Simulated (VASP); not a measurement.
The system is ZrHg3.

```xyz
4
Lattice="4.3652 0.0000 0.0000 0.0000 4.3652 0.0000 0.0000 0.0000 4.3652" Properties=species:S:1:pos:R:3 pbc="T T T"
Zr    0.0000    0.0000    0.0000
Hg    0.0000    2.1826    2.1826
Hg    2.1826    0.0000    2.1826
Hg    2.1826    2.1826    0.0000
```

```yaml
Program: VASP 6.6.1
Task: relaxation of cell and atoms
Functional: r2SCAN
Potentials_or_basis: VASP PAW PBE potentials, release 64 (Zr_sv, Hg)
Cutoff: 600 eV
k_mesh: 7 × 7 × 7
Occupations: fermi-dirac, width 0.1 eV
Spin: no spin polarisation
```

At the start: pressure 3.8 GPa; volume 20.79 Å³/atom.

Where does the relaxation end?

Over 3 steps the energy falls by 8.7 meV/atom and the volume is 21.57 Å³/atom (+3.7 %); space group Pm-3m (No. 221, to 0.1 Å) before and after.

The path:
```csv
step,energy change (eV),largest force (eV/Å),pressure (GPa),volume (Å³)
1,0.0000,0.0000,3.79,83.18
2,-0.0068,0.0000,-2.92,89.24
3,-0.0350,0.0000,-0.02,86.27
```

Final structure:
```xyz
4
Lattice="4.4187 0.0000 0.0000 0.0000 4.4187 0.0000 0.0000 0.0000 4.4187" Properties=species:S:1:pos:R:3 pbc="T T T"
Zr    0.0000    0.0000    0.0000
Hg    0.0000    2.2093    2.2093
Hg    2.2093    0.0000    2.2093
Hg    2.2093    2.2093    0.0000
```

Caveat: the PAW data sets were made with another functional, which shifts forces and pressure a little.
